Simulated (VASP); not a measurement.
# PbSe (F-43m) in VASP: notebook

Aim: see how the results for PbSe move with the level of theory and the settings. Levels: r2SCAN, r2SCAN+rVV10. Tasks: single point.

Program: VASP 6.6.1. These are calculated values, not measurements. Logs are shortened: lines on timing, memory, paths and dates and some standing lists are left out, and cuts for length are marked.

## 1. The cell of the first run

The structure is cubic, space group F-43m (No. 216). The conventional cell has a = 6.846 Å, b = 6.846 Å, c = 6.846 Å, α = 90.00°, β = 90.00°, γ = 90.00°. Pb (site symmetry -43m) has 4 Se at 2.96 Å within 3.9 Å. Se (site symmetry -43m) has 4 Pb at 2.96 Å within 3.9 Å.

## 2. Single point, r2SCAN

The input, POSCAR:

```
PbSe
1.0
    0.0000000000      3.4232041310      3.4232041310
    3.4232041310      0.0000000000      3.4232041310
    3.4232041310      3.4232041310      0.0000000000
Pb Se
1 1
Direct
    0.0000000000      0.0000000000      0.0000000000
    0.2500000000      0.2500000000      0.2500000000
```

The input, INCAR.step1:

```
PREC = Accurate ; ENCUT = 550
ISMEAR = 0 ; SIGMA = 0.01
LREAL = False ; LASPH = True
NELM = 120 ; NBANDS = 17
GGA = PE ; ALGO = Normal
EDIFF = 1E-5 ; LWAVE = True
LCHARG = False ; GGA_COMPAT = False
```

The input, INCAR.step2:

```
PREC = Accurate ; ENCUT = 550
EDIFF = 1E-6 ; ISMEAR = 0
SIGMA = 0.01 ; LREAL = False
LASPH = True ; NELM = 120
ALGO = Normal ; ISIF = 2
LWAVE = False ; LCHARG = False
METAGGA = R2SCAN ; LMIXTAU = True
NBANDS = 17 ; ISTART = 1
GGA_COMPAT = False
```

The input, KPOINTS:

```
regular mesh
0
Gamma
  4 4 4
```

Potentials or basis: VASP PAW PBE potentials, release 64 (Pb_d, Se).

The run is started by

```sh
$ cat potpaw_PBE.64/Pb_d/POTCAR potpaw_PBE.64/Se/POTCAR > POTCAR
$ cp INCAR.step1 INCAR
$ mpirun -np 1 vasp_std > vasp.out
$ cp INCAR.step2 INCAR
$ mpirun -np 1 vasp_std > vasp.out
```

OUTCAR:

```text
PREC = Accurate
   ENCUT = 550
   EDIFF = 1E-6
   ISMEAR = 0
   LREAL = False
   LASPH = True
   NELM = 120
   ISIF = 2
   METAGGA = R2SCAN
   ISTART = 1

 ion  position               nearest neighbor table
   1  0.000  0.000  0.000-   2 2.96   2 2.96   2 2.96   2 2.96
   2  0.250  0.250  0.250-   1 2.96   1 2.96   1 2.96   1 2.96

  LATTYP: Found a face centered cubic cell.
 ALAT       =     6.8464082620

  Lattice vectors:

 A1 = (   0.0000000000,   3.4232041310,   3.4232041310)
 A2 = (   3.4232041310,   0.0000000000,   3.4232041310)
 A3 = (   3.4232041310,   3.4232041310,   0.0000000000)

Analysis of symmetry for initial positions (statically):
=====================================================================
 Subroutine PRICEL returns:
 Original cell was already a primitive cell.

 Routine SETGRP: Setting up the symmetry group for a
 face centered cubic supercell.

 Subroutine GETGRP returns: Found 24 space group operations
 (whereof 24 operations were pure point group operations)
 out of a pool of 48 trial point group operations.

The static configuration has the point symmetry T_d .

Analysis of symmetry for dynamics (positions and initial velocities):
=====================================================================
 Subroutine PRICEL returns:
 Original cell was already a primitive cell.

 Routine SETGRP: Setting up the symmetry group for a
 face centered cubic supercell.

 Subroutine GETGRP returns: Found 24 space group operations
 (whereof 24 operations were pure point group operations)
 out of a pool of 48 trial point group operations.

The dynamic configuration has the point symmetry T_d .

 Subroutine INISYM returns: Found 24 space group operations
 (whereof 24 operations are pure point group operations),
 and found     1 'primitive' translations

----------------------------------------------------------------------------------------

                                     Primitive cell

  volume of cell :      80.2284

  direct lattice vectors                    reciprocal lattice vectors
     0.000000000  3.423204131  3.423204131    -0.146061988  0.146061988  0.146061988
     3.423204131  0.000000000  3.423204131     0.146061988 -0.146061988  0.146061988
     3.423204131  3.423204131  0.000000000     0.146061988  0.146061988 -0.146061988

  length of vectors
     4.841141709  4.841141709  4.841141709     0.252986784  0.252986784  0.252986784

  position of ions in fractional coordinates (direct lattice)
     0.000000000  0.000000000  0.000000000
     0.250000000  0.250000000  0.250000000

  ion indices of the primitive-cell ions
   primitive index   ion index
                 1           1
                 2           2

----------------------------------------------------------------------------------------

 KPOINTS: regular mesh

Automatic generation of k-mesh.
 Grid dimensions read from file:
 generate k-points for:    4    4    4

 Generating k-lattice:

  Cartesian coordinates                     Fractional coordinates (reciprocal lattice)
    -0.036515497  0.036515497  0.036515497     0.250000000  0.000000000  0.000000000
     0.036515497 -0.036515497  0.036515497     0.000000000  0.250000000  0.000000000
     0.036515497  0.036515497 -0.036515497     0.000000000  0.000000000  0.250000000

  Length of vectors
     0.063246696  0.063246696  0.063246696

  Shift w.r.t. Gamma in fractional coordinates (k-lattice)
     0.000000000  0.000000000  0.000000000

 Subroutine IBZKPT returns following result:
 ===========================================

 Found      8 irreducible k-points:

 Following reciprocal coordinates:
            Coordinates               Weight
  0.000000  0.000000  0.000000      1.000000
  0.250000  0.000000  0.000000      8.000000
  0.500000  0.000000  0.000000      4.000000
  0.250000  0.250000  0.000000      6.000000
  0.500000  0.250000  0.000000     24.000000
 -0.250000  0.250000  0.000000     12.000000
  0.500000  0.500000  0.000000      3.000000
 -0.250000  0.500000  0.250000      6.000000
   k-points           NKPTS =      8   k-points in BZ     NKDIM =      8   number of bands    NBANDS=     17
   number of dos      NEDOS =    301   number of ions     NIONS =      2
   total plane-waves  NPLWV =  64000
   dimension x,y,z NGX =    40 NGY =   40 NGZ =   40
   dimension x,y,z NGXF=    80 NGYF=   80 NGZF=   80
   ions per type =               1   1
   NGX,Y,Z   is equivalent  to a cutoff of  13.74, 13.74, 13.74 a.u.
   NGXF,Y,Z  is equivalent  to a cutoff of  27.47, 27.47, 27.47 a.u.
 SYSTEM =  unknown system
   PREC   = accura    normal or accurate (medium, high low for compatibility)
   ISTART =      1    job   : 0-new  1-cont  2-samecut
   ICHARG =      0    charge: 1-file 2-atom 10-const
   ISPIN  =      1    spin polarized calculation?
   LNONCOLLINEAR =      F non collinear calculations
   LSORBIT =      F    spin-orbit coupling
   LASPH  =      T    aspherical Exc in radial PAW
   ENCUT  =  550.0 eV  40.42 Ry    6.36 a.u.   9.26  9.26  9.26*2*pi/ulx,y,z
   NELM   =    120;   NELMIN=  2; NELMDL=  0     # of ELM steps
   EDIFF  = 0.1E-05   stopping-criterion for ELM
   LREAL  =      F    real-space projection
   EDIFFG = 0.1E-04   stopping-criterion for IOM
   NSW    =      0    number of steps for IOM
   IBRION =     -1    ionic relax: 0-MD 1-quasi-New 2-CG
   NFREE  =      0    steps in history (QN), initial steepest desc. (CG)
   ISIF   =      2    stress and relaxation
   ISYM   =      2    0-nonsym 1-usesym 2-fastsym
   POTIM  = 0.5000    time-step for ionic-motion
   TEBEG  =    0.0;   TEEND  =   0.0 temperature during run
   PSTRESS=    0.0 pullay stress
   NELECT =      20.0000    total number of electrons
   NUPDOWN=      -1.0000    fix difference up-down
   EMIN   =  10.00;   EMAX   =-10.00  energy-range for DOS
   EFERMI =   0.00;   METHOD = LEGACY
   ISMEAR =     0;   SIGMA  =   0.01  broadening in eV -4-tet -1-fermi 0-gaus
   EFERMI_NEDOS =   21; number of points for ismear=-14 and -15
   IALGO  =     38    algorithm
   IMIX   =      4    mixing-type and parameters
     AMIX     =   0.40;   BMIX     =  1.00
     AMIX_MAG =   1.60;   BMIX_MAG =  1.00
  volume/ion in A,a.u.               =      40.11       270.70
  Fermi-wavevector in a.u.,A,eV,Ry     =   1.030328  1.947037 14.443606  1.061575
  Thomas-Fermi vector in A             =   2.164420
   LORBIT       =      0    0 simple, 1 ext, 2 COOP (PROOUT), +10 PAW based schemes
   METAGGA = R2SCAN    functional components
   LHFCALC =     F    Hartree Fock is set to
   AEXX    =    0.0000 exact exchange contribution
   IVDW    =     0    specifies the selected vdW correction
   LEPSILON=     F    determine dielectric tensor
   LRPA    =     F    only Hartree local field effects (RPA)
 non-spin polarized calculation
 Gauss-broadening in eV      SIGMA  =   0.01
  energy-cutoff  :      550.00
  volume of cell :       80.23
 maximum number of plane-waves:      2397
 NGX is ok and might be reduce to    40
   NGX = 19   NGY = 19   NGZ = 19

 number of electron      20.0000002 magnetization

 Free energy of the ion-electron system (eV)
  ---------------------------------------------------
  ext. energy  EPLUGINS =         0.00000000
  ---------------------------------------------------
  free energy    TOTEN  =       -71.45429944 eV

  energy without entropy =      -71.45429944  energy(sigma->0) =      -71.45429944

 E-fermi :   2.2457     XC(G=0):  -8.2498

 val. band max:        2.1516699144   @ k =  -0.2500   0.5000   0.2500
 cond. band min:       2.9470215189   @ k =   0.5000   0.5000   0.0000
 fundamental gap:      0.7953516045
 Fermi energy:         2.2456847072

 k-point     1 :       0.0000    0.0000    0.0000
  band No.  band energies     occupation
      1     -15.2545      2.00000
      2     -15.2545      2.00000
      3     -15.2545      2.00000
      4     -15.2185      2.00000
      5     -15.2185      2.00000
      6     -11.1709      2.00000
[... 9 lines left out ...]
     16      10.8673      0.00000
     17      11.5554      0.00000

 k-point     2 :       0.2500    0.0000    0.0000
  band No.  band energies     occupation
      1     -15.2692      2.00000
      2     -15.2497      2.00000
      3     -15.2497      2.00000
      4     -15.2178      2.00000
      5     -15.2178      2.00000
      6     -10.8889      2.00000
[... 9 lines left out ...]
     16       9.9562      0.00000
     17      10.9230      0.00000

 k-point     3 :       0.5000    0.0000    0.0000
  band No.  band energies     occupation
      1     -15.2836      2.00000
      2     -15.2460      2.00000
      3     -15.2460      2.00000
      4     -15.2160      2.00000
      5     -15.2160      2.00000
      6     -10.5451      2.00000
[... 9 lines left out ...]
     16      10.9633      0.00000
     17      10.9633      0.00000

 k-point     4 :       0.2500    0.2500    0.0000
  band No.  band energies     occupation
      1     -15.2797      2.00000
      2     -15.2442      2.00000
      3     -15.2442      2.00000
      4     -15.2215      2.00000
      5     -15.2152      2.00000
      6     -10.7898      2.00000
[... 9 lines left out ...]
     16      11.4312      0.00000
     17      13.0818      0.00000

 k-point     5 :       0.5000    0.2500    0.0000
  band No.  band energies     occupation
      1     -15.2919      2.00000
      2     -15.2414      2.00000
      3     -15.2395      2.00000
      4     -15.2208      2.00000
      5     -15.2145      2.00000
      6     -10.4309      2.00000
[... 9 lines left out ...]
     16      11.3496      0.00000
     17      11.9851      0.00000

 k-point     6 :      -0.2500    0.2500    0.0000
  band No.  band energies     occupation
      1     -15.2840      2.00000
      2     -15.2444      2.00000
      3     -15.2439      2.00000
      4     -15.2181      2.00000
      5     -15.2170      2.00000
      6     -10.5558      2.00000
[... 9 lines left out ...]
     16      10.6081      0.00000
     17      12.0159      0.00000

 k-point     7 :       0.5000    0.5000    0.0000
  band No.  band energies     occupation
      1     -15.3036      2.00000
      2     -15.2339      2.00000
      3     -15.2339      2.00000
      4     -15.2250      2.00000
      5     -15.2120      2.00000
      6     -10.3012      2.00000
[... 9 lines left out ...]
     16      12.4105      0.00000
     17      12.5234      0.00000

 k-point     8 :      -0.2500    0.5000    0.2500
  band No.  band energies     occupation
      1     -15.2959      2.00000
      2     -15.2423      2.00000
      3     -15.2346      2.00000
      4     -15.2210      2.00000
      5     -15.2152      2.00000
      6     -10.2963      2.00000
[... 9 lines left out ...]
     16      11.8602      0.00000
     17      11.9829      0.00000

------------------------ aborting loop because EDIFF is reached ----------------------------------------

  FORCE on cell =-STRESS in cart. coord.  units (eV):
  Direction    XX          YY          ZZ          XY          YZ          ZX
  --------------------------------------------------------------------------------------
  -------------------------------------------------------------------------------------
  Total       -0.0249817     -0.0249817     -0.0249817     -0.0000000      0.0000000      0.0000000
  in kB       -0.4988902     -0.4988902     -0.4988902     -0.0000000      0.0000000      0.0000000
  external PRESSURE =      -0.4988902 kB  Pullay stress =       0.0000000 kB

 VOLUME and BASIS-vectors are now :
 -----------------------------------------------------------------------------
  energy-cutoff  :      550.00
  volume of cell :       80.23
      direct lattice vectors                 reciprocal lattice vectors
     0.000000000  3.423204131  3.423204131    -0.146061988  0.146061988  0.146061988
     3.423204131  0.000000000  3.423204131     0.146061988 -0.146061988  0.146061988
     3.423204131  3.423204131  0.000000000     0.146061988  0.146061988 -0.146061988

 POSITION                                       TOTAL-FORCE (eV/Angst)
 -----------------------------------------------------------------------------------
      0.00000      0.00000      0.00000        -0.000000     -0.000000     -0.000000
      1.71160      1.71160      1.71160         0.000000      0.000000      0.000000
 -----------------------------------------------------------------------------------
    total drift:                                0.000000      0.000000      0.000000

  FREE ENERGIE OF THE ION-ELECTRON SYSTEM (eV)
  ---------------------------------------------------
  free  energy   TOTEN  =       -71.4542994379 eV

  energy  without entropy=      -71.4542994379  energy(sigma->0) =      -71.45429944
```

Wall time 77 s (1 thread of AMD EPYC 7R43 (Zen 3), shared host); peak memory 0.21 GiB.

Results:

| Property | Result |
| --- | --- |
| Free energy | -71.4543 eV |
| Pressure | 0.0 GPa |
| Band gap on the k mesh | 0.80 eV, indirect (least direct gap 1.34 eV) |

Levels at points of the mesh, in eV from the valence-band top:
| k point | band 8 | band 9 | band 10 | band 11 | band 12 | band 13 |
| --- | --- | --- | --- | --- | --- | --- |
| (0.00, 0.00, 0.00) | -1.74 | -1.74 | -1.74 | 2.35 | 2.35 | 2.35 |
| (0.50, 0.00, 0.00) | -2.28 | -2.28 | -2.04 | 3.12 | 3.12 | 3.89 |
| (0.50, 0.50, 0.00) | -2.99 | -2.99 | -0.55 | 0.80 | 5.20 | 5.20 |

Caveat: the PAW data sets were made with another functional, which shifts forces and pressure a little; spin-orbit coupling is left out, which moves the levels of the heavy elements. A k mesh can miss the band edges.

## 3. Single point, r2SCAN+rVV10

POSCAR is that of step 2.

The input, INCAR.step1:

```
SYSTEM = PbSe
ALGO = Normal ; EDIFF = 1E-5
ENCUT = 550 ; GGA = PE
GGA_COMPAT = .FALSE. ; ISMEAR = 0
LASPH = .TRUE. ; LCHARG = .FALSE.
LREAL = .FALSE. ; LWAVE = .TRUE.
NBANDS = 17 ; NELM = 120
PREC = Accurate ; SIGMA = 0.01
```

The input, INCAR.step2:

```
SYSTEM = PbSe
ALGO = Normal ; BPARAM = 11.95
CPARAM = 0.0093 ; EDIFF = 1E-6
ENCUT = 550 ; GGA_COMPAT = .FALSE.
ISIF = 2 ; ISMEAR = 0
ISTART = 1 ; IVDW_NL = 2
LASPH = .TRUE. ; LCHARG = .TRUE.
LELF = .TRUE. ; LMIXTAU = .TRUE.
LREAL = .FALSE. ; LUSE_VDW = .TRUE.
LVHAR = .TRUE. ; LWAVE = .FALSE.
METAGGA = R2SCAN ; NBANDS = 17
NELM = 120 ; PREC = Accurate
SIGMA = 0.01
```

The input, KPOINTS:

```
k-points
0
G
  4 4 4
  0 0 0
```

Potentials or basis: VASP PAW PBE potentials, release 64 (Pb_d, Se).

The run is started by

```sh
$ cat potpaw_PBE.64/Pb_d/POTCAR potpaw_PBE.64/Se/POTCAR > POTCAR
$ cp INCAR.step1 INCAR
$ mpirun -np 1 vasp_std > vasp.out
$ cp INCAR.step2 INCAR
$ mpirun -np 1 vasp_std > vasp.out
```

OUTCAR:

```text
SYSTEM = PbSe
   BPARAM = 11.95
   EDIFF = 1E-6
   ENCUT = 550
   ISIF = 2
   ISMEAR = 0
   ISTART = 1
   IVDW_NL = 2
   LASPH = .TRUE.
   LREAL = .FALSE.
   METAGGA = R2SCAN
   NELM = 120
   PREC = Accurate

 ion  position               nearest neighbor table
   1  0.000  0.000  0.000-   2 2.96   2 2.96   2 2.96   2 2.96
   2  0.250  0.250  0.250-   1 2.96   1 2.96   1 2.96   1 2.96

  LATTYP: Found a face centered cubic cell.
 ALAT       =     6.8464082620

  Lattice vectors:

[... 331 lines left out ...]
------------------------ aborting loop because EDIFF is reached ----------------------------------------

  FORCE on cell =-STRESS in cart. coord.  units (eV):
  Direction    XX          YY          ZZ          XY          YZ          ZX
  --------------------------------------------------------------------------------------
  -------------------------------------------------------------------------------------
  Total       -0.2811297     -0.2811297     -0.2811297     -0.0000000     -0.0000000     -0.0000000
  in kB       -5.6142137     -5.6142137     -5.6142137     -0.0000000     -0.0000000     -0.0000000
  external PRESSURE =      -5.6142137 kB  Pullay stress =       0.0000000 kB

 VOLUME and BASIS-vectors are now :
 -----------------------------------------------------------------------------
  energy-cutoff  :      550.00
  volume of cell :       80.23
      direct lattice vectors                 reciprocal lattice vectors
     0.000000000  3.423204131  3.423204131    -0.146061988  0.146061988  0.146061988
     3.423204131  0.000000000  3.423204131     0.146061988 -0.146061988  0.146061988
     3.423204131  3.423204131  0.000000000     0.146061988  0.146061988 -0.146061988

 POSITION                                       TOTAL-FORCE (eV/Angst)
 -----------------------------------------------------------------------------------
      0.00000      0.00000      0.00000         0.000000     -0.000000     -0.000000
      1.71160      1.71160      1.71160        -0.000000      0.000000      0.000000
 -----------------------------------------------------------------------------------
    total drift:                                0.000000      0.000000      0.000000

  FREE ENERGIE OF THE ION-ELECTRON SYSTEM (eV)
  ---------------------------------------------------
  free  energy   TOTEN  =       -70.8144443523 eV

  energy  without entropy=      -70.8144443523  energy(sigma->0) =      -70.81444435
```

It took 2.7 min on 1 thread of AMD EPYC 7R43 (Zen 3), shared host; peak memory 0.46 GiB.

What came out:

| Quantity | Value |
| --- | --- |
| Free energy | -70.8144 eV |
| Pressure | -0.6 GPa |
| Band gap on the k mesh | 0.73 eV, indirect (least direct gap 1.29 eV) |

Caveat: the PAW data sets were made with another functional, which shifts forces and pressure a little; spin-orbit coupling is left out, which moves the levels of the heavy elements. A k mesh can miss the band edges.
